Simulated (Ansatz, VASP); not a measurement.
## Two plane-wave programs on Rh2C

```xyz
3
Lattice="1.5670 0.9047 4.1975 -1.5670 0.9047 4.1975 0.0000 -1.8094 4.1975" Properties=species:S:1:pos:R:3 pbc="T T T"
Rh    0.0000    0.0000    9.4160
Rh    0.0000    0.0000    3.1764
C     0.0000    0.0000    0.0000
```

Alike in both runs: task relaxation of cell and atoms; functional PBE; k mesh 18 × 18 × 18; occupations gaussian, width 0.1 eV; no spin polarisation.

|  | VASP | Ansatz |
| --- | --- | --- |
| version | VASP 6.6.1 | Ansatz 0.2.0 |
| potentials or method | VASP PAW PBE potentials, release 64 (Rh_pv, C), cutoff 600 eV | scalar-relativistic, plane waves, PAW |
| valence electrons in the cell | 34 | 38 |

|  | VASP | Ansatz | Ansatz less VASP |
| --- | --- | --- | --- |
| gap on the k mesh at the Fermi level, each at its own relaxed structure (eV) | none | none | - |
| relaxed volume (Å³/atom) | 11.90 | 11.90 | -0.001 |
| relaxed cell length with the largest relative difference (Å) | 4.567 | 4.566 | -0.0004 |

A gap of «none» marks a metal or a gap that the smearing closes. VASP's potentials hold 34 valence electrons a cell and Ansatz's 38, so a difference there can come from the potentials and not from the codes.
